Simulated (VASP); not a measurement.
# Ta2N (P-3m1) in VASP: a series of runs, part 2 of 2

VASP 6.6.1.

### Step 4. Single point, PBEsol (13.72 Å³/atom)

This run uses another cell than the first one, of 13.72 Å³/atom.

INCAR

```
PREC     = Accurate       # precision mode
ENCUT    = 520            # plane-wave cutoff, eV
EDIFF    = 1E-7           # SCF threshold, eV
ISMEAR   = 0              # smearing method
SIGMA    = 0.15           # smearing width, eV
LREAL    = False          # projectors in reciprocal space
LASPH    = True           # aspherical terms in the spheres
NELM     = 60             # most SCF steps
ALGO     = Normal         # electronic algorithm
ISIF     = 2              # what is computed and relaxed
LWAVE    = False          # write WAVECAR
LCHARG   = False          # write CHGCAR
GGA      = PS             # functional
NBANDS   = 20             # bands
```

KPOINTS

```
Automatic mesh
0
Gamma
  18 18 10
```

POSCAR

```
Ta2N
1.0
    3.2466493942      0.0000000000      0.0000000000
   -1.6233246971      2.8116808526      0.0000000000
    0.0000000000      0.0000000000      4.5099206735
Ta N
2 1
Direct
    0.6666666667      0.3333333333      0.7463700642
    0.3333333333      0.6666666667      0.2536299358
    0.0000000000      0.0000000000      0.0000000000
```

Potentials or basis: VASP PAW PBE potentials, release 64 (Ta_pv, N).

The run is started by

```console
$ cat potpaw_PBE.64/Ta_pv/POTCAR potpaw_PBE.64/N/POTCAR > POTCAR
$ mpirun -np 1 vasp_std > vasp.out
```

OUTCAR:

```text
PREC = Accurate
   ENCUT = 520
   EDIFF = 1E-7
   ISMEAR = 0
   LREAL = False
   LASPH = True
   NELM = 60
   ISIF = 2
   GGA = PS

 ion  position               nearest neighbor table
   1  0.667  0.333  0.746-   3 2.20   3 2.20   3 2.20   2 2.91   2 2.91   2 2.91   2 2.96   2 2.96
                             2 2.96
   2  0.333  0.667  0.254-   3 2.20   3 2.20   3 2.20   1 2.91   1 2.91   1 2.91   1 2.96   1 2.96
                             1 2.96
   3  0.000  0.000  0.000-   1 2.20   2 2.20   1 2.20   2 2.20   1 2.20   2 2.20

  LATTYP: Found a hexagonal cell.
 ALAT       =     3.2466493942
 C/A-ratio  =     1.3891000000

  Lattice vectors:

 A1 = (   3.2466493942,   0.0000000000,   0.0000000000)
 A2 = (  -1.6233246971,   2.8116808526,   0.0000000000)
 A3 = (   0.0000000000,   0.0000000000,   4.5099206735)

Analysis of symmetry for initial positions (statically):
=====================================================================
 Subroutine PRICEL returns:
 Original cell was already a primitive cell.

 Routine SETGRP: Setting up the symmetry group for a
 hexagonal supercell.

 Subroutine GETGRP returns: Found 12 space group operations
[... 166 lines left out ...]

 E-fermi :   7.0710     XC(G=0): -12.9267

 val. band max:        7.0657814623   @ k =  -0.1111   0.3889   0.1000
 cond. band min:       7.0757686623   @ k =   0.0556   0.0000   0.0000
 fundamental gap:      0.0099871999
 Fermi energy:         7.0710055232

 k-point     1 :       0.0000    0.0000    0.0000
  band No.  band energies     occupation
      1     -28.4105      2.00000
      2     -27.8299      2.00000
      3     -27.8299      2.00000
      4     -27.6103      2.00000
      5     -27.6103      2.00000
      6     -27.2902      2.00000
[... 541 lines left out ...]
     19      11.3308      0.00000
     20      12.2957      0.00000

 [... further k-points ...]

------------------------ aborting loop because EDIFF is reached ----------------------------------------

  FORCE on cell =-STRESS in cart. coord.  units (eV):
  Direction    XX          YY          ZZ          XY          YZ          ZX
  --------------------------------------------------------------------------------------
  -------------------------------------------------------------------------------------
  Total       -4.7470155     -4.7470155      2.7633008      0.0000000      0.0000000      0.0000000
  in kB     -184.7399903   -184.7399903    107.5396032      0.0000000      0.0000000      0.0000000
  external PRESSURE =     -87.3134591 kB  Pullay stress =       0.0000000 kB

 VOLUME and BASIS-vectors are now :
 -----------------------------------------------------------------------------
  energy-cutoff  :      520.00
  volume of cell :       41.17
      direct lattice vectors                 reciprocal lattice vectors
     3.246649394  0.000000000  0.000000000     0.308009852  0.177829571  0.000000000
    -1.623324697  2.811680853  0.000000000     0.000000000  0.355659142  0.000000000
     0.000000000  0.000000000  4.509920673     0.000000000  0.000000000  0.221733390

 POSITION                                       TOTAL-FORCE (eV/Angst)
 -----------------------------------------------------------------------------------
      1.62332      0.93723      3.36607         0.000000     -0.000000      0.976744
     -0.00000      1.87445      1.14385        -0.000000      0.000000     -0.976744
      0.00000      0.00000      0.00000         0.000000      0.000000      0.000000
 -----------------------------------------------------------------------------------
    total drift:                                0.000000     -0.000000      0.000000

  FREE ENERGIE OF THE ION-ELECTRON SYSTEM (eV)
  ---------------------------------------------------
  free  energy   TOTEN  =       -36.1696087837 eV

  energy  without entropy=      -36.1579033109  energy(sigma->0) =      -36.16375605
```

OSZICAR:

```text
N       E                     dE             d eps       ncg     rms          rms(c)
DAV:   1     0.209869851750E+03    0.20987E+03   -0.15042E+04 13200   0.138E+03
DAV:   2    -0.299019866623E+02   -0.23977E+03   -0.23371E+03 14900   0.396E+02
DAV:   3    -0.390699855598E+02   -0.91680E+01   -0.90013E+01 16704   0.701E+01
DAV:   4    -0.391886847334E+02   -0.11870E+00   -0.11787E+00 16208   0.759E+00
DAV:   5    -0.391898967150E+02   -0.12120E-02   -0.12111E-02 16284   0.652E-01    0.261E+01
DAV:   6    -0.365586021550E+02    0.26313E+01   -0.14495E+01 17076   0.238E+01    0.124E+01
DAV:   7    -0.362381605277E+02    0.32044E+00   -0.15599E+00 15168   0.791E+00    0.676E+00
DAV:   8    -0.361743883085E+02    0.63772E-01   -0.28985E-01 15568   0.406E+00    0.447E-01
DAV:   9    -0.361701412714E+02    0.42470E-02   -0.27559E-02 16516   0.101E+00    0.259E-01
DAV:  10    -0.361697290946E+02    0.41218E-03   -0.43930E-03 17068   0.529E-01    0.725E-02
DAV:  11    -0.361696166063E+02    0.11249E-03   -0.86295E-04 15556   0.177E-01    0.281E-02
DAV:  12    -0.361696096623E+02    0.69439E-05   -0.53428E-05 15132   0.537E-02    0.972E-03
DAV:  13    -0.361696091478E+02    0.51457E-06   -0.14695E-05 15536   0.203E-02    0.403E-03
DAV:  14    -0.361696088032E+02    0.34459E-06   -0.15677E-06 15772   0.898E-03    0.150E-03
DAV:  15    -0.361696087837E+02    0.19507E-07   -0.61565E-08  8452   0.200E-03
   1 F= -.36169609E+02 E0= -.36163756E+02  d E =-.117055E-01
```

stdout:

```text
POSCAR found type information on POSCAR TaN
 POSCAR found :  2 types and       3 ions
 scaLAPACK will be used
 -----------------------------------------------------------------------------
|                                                                             |
|                                                                             |
|     You enforced a specific xc type in the INCAR file but a different       |
|     I HOPE YOU KNOW WHAT YOU ARE DOING!                                     |
|                                                                             |
 -----------------------------------------------------------------------------

 LDA part: xc-table for (Slater+PW92), standard interpolation
 POSCAR, INCAR and KPOINTS ok, starting setup
 FFT: planning ... GRIDC
 FFT: planning ... GRID_SOFT
 FFT: planning ... GRID
 WAVECAR not read
 entering main loop
```

Wall time 4.3 min (1 thread of Intel Xeon 8259CL, shared host); peak memory 0.35 GiB.

What came out:

```yaml
Free_energy: -36.1696 eV
Pressure: -8.7 GPa
Largest_force: 0.977 eV/Å
Band_gap_on_the_k_mesh: zero (an odd number of electrons rules out a gap without spin polarisation)
```

Forces in eV/Å, atoms in the order of the input:
```
Ta   0.000  0.000  0.977
Ta   0.000  0.000 -0.977
N    0.000  0.000  0.000
```

Levels at points of the mesh, in eV from the Fermi level:
```tsv
k point	band 10	band 11	band 12	band 13	band 14	band 15	band 16	band 17	band 18	band 19
(0.00, 0.00, 0.00)	-6.23	-4.54	-0.35	-0.35	-0.07	-0.07	0.47	0.55	1.34	1.34
(0.50, 0.00, 0.00)	-5.77	-4.32	-2.67	-1.36	1.08	2.84	3.66	3.69	3.77	4.34
(0.00, 0.00, 0.50)	-6.49	-1.83	-1.80	-1.53	-1.53	1.70	2.35	2.64	2.64	3.20
(0.50, 0.00, 0.50)	-6.02	-2.71	-2.05	-1.97	0.45	0.54	2.44	2.84	3.49	4.00
```

Caveat: the stress differs along the axes, from -18 to 11 GPa; the PAW data sets were made with another functional, which shifts forces and pressure a little; spin-orbit coupling is left out, which moves the levels of the heavy elements.

### Step 5. Single point, PBEsol (13.72 Å³/atom)

This run uses another cell than the first one, of 13.72 Å³/atom.

INCAR

```
SYSTEM = Ta2N
  PREC = Accurate
  ENCUT = 520
  EDIFF = 1E-6
  ISMEAR = 0
  SIGMA = 0.15
  LREAL = .False.
  LASPH = .True.
  NELM = 80
  ALGO = Normal
  ISIF = 2
  LWAVE = .False.
  LCHARG = .False.
  GGA = PS
  NBANDS = 20
```

KPOINTS

```
Automatic mesh
0
Gamma
  18 18 10
  0 0 0
```

POSCAR

```
Ta2N
1.0
    3.1820717581      0.0000000000      0.0000000000
   -1.5910358790      2.7557549791      0.0000000000
    0.0000000000      0.0000000000      4.6948286718
Ta N
2 1
Direct
    0.6666666667      0.3333333333      0.7463700642
    0.3333333333      0.6666666667      0.2536299358
    0.0000000000      0.0000000000      0.0000000000
```

The run is started by

```console
$ cat potpaw_PBE.64/Ta_pv/POTCAR potpaw_PBE.64/N/POTCAR > POTCAR
$ mpirun -np 1 vasp_std > vasp.out
```

Wall time 4.2 min (1 thread of Intel Xeon 8259CL, shared host); peak memory 0.35 GiB.

The run converged. Its results:

* Free energy: -36.3861 eV
* Pressure: -9.9 GPa
* Largest force: 0.580 eV/Å
* Band gap on the k mesh: zero (an odd number of electrons rules out a gap without spin polarisation)

Forces in eV/Å, atoms in the order of the input:
```
Ta   0.000  0.000  0.580
Ta   0.000  0.000 -0.580
N    0.000  0.000  0.000
```

Stress tensor (GPa, compression positive):
```
-14.24   0.00   0.00
  0.00 -14.24   0.00
  0.00   0.00  -1.11
```

Levels at points of the mesh, in eV from the Fermi level:
| k point | band 11 | band 12 | band 13 | band 14 | band 15 | band 16 |
| --- | --- | --- | --- | --- | --- | --- |
| (0.00, 0.00, 0.00) | -4.75 | -0.19 | -0.19 | -0.09 | -0.08 | -0.08 |
| (0.50, 0.00, 0.00) | -4.43 | -2.66 | -1.40 | 1.45 | 2.49 | 3.46 |
| (0.00, 0.00, 0.50) | -2.32 | -2.30 | -1.34 | -1.34 | 1.71 | 2.07 |
| (0.50, 0.00, 0.50) | -3.02 | -2.13 | -2.08 | 0.15 | 0.58 | 2.81 |

Caveat: the stress differs along the axes, from -14 to -1 GPa; the PAW data sets were made with another functional, which shifts forces and pressure a little; spin-orbit coupling is left out, which moves the levels of the heavy elements.

### Step 6. The runs side by side

```csv
cell,gap on the mesh (eV),pressure (GPa),largest force (eV/Å)
"a = 3.130, b = 3.130, c = 4.759 Å, angles 90.0, 90.0, 120.0°, 3 atoms",none,-5.0,0.28
"a = 3.007, b = 3.007, c = 5.158 Å, angles 90.0, 90.0, 120.0°, 3 atoms",none,-4.4,0.54
"a = 3.247, b = 3.247, c = 4.510 Å, angles 90.0, 90.0, 120.0°, 3 atoms",none,-8.7,0.98
"a = 3.182, b = 3.182, c = 4.695 Å, angles 90.0, 90.0, 120.0°, 3 atoms",none,-9.9,0.58
```

Alike in all rows: task single point; level PBEsol; potentials or basis VASP PAW PBE potentials, release 64 (Ta_pv, N); no spin polarisation; k mesh 18 × 18 × 10; cutoff (eV) 520; smearing gaussian 0.15 eV.

Caveats: the PAW data sets were made with another functional, which shifts forces and pressure a little; spin-orbit coupling is left out, which moves the levels of the heavy elements; the stress differs along the axes, from -7 to -1 GPa (at least some runs); the stress differs along the axes, from -16 to 1 GPa (at least some runs); the stress differs along the axes, from -18 to 11 GPa (at least some runs); the stress differs along the axes, from -14 to -1 GPa (at least some runs).

Total energies depend on the potentials used, so only differences within one code and one set of settings carry meaning.
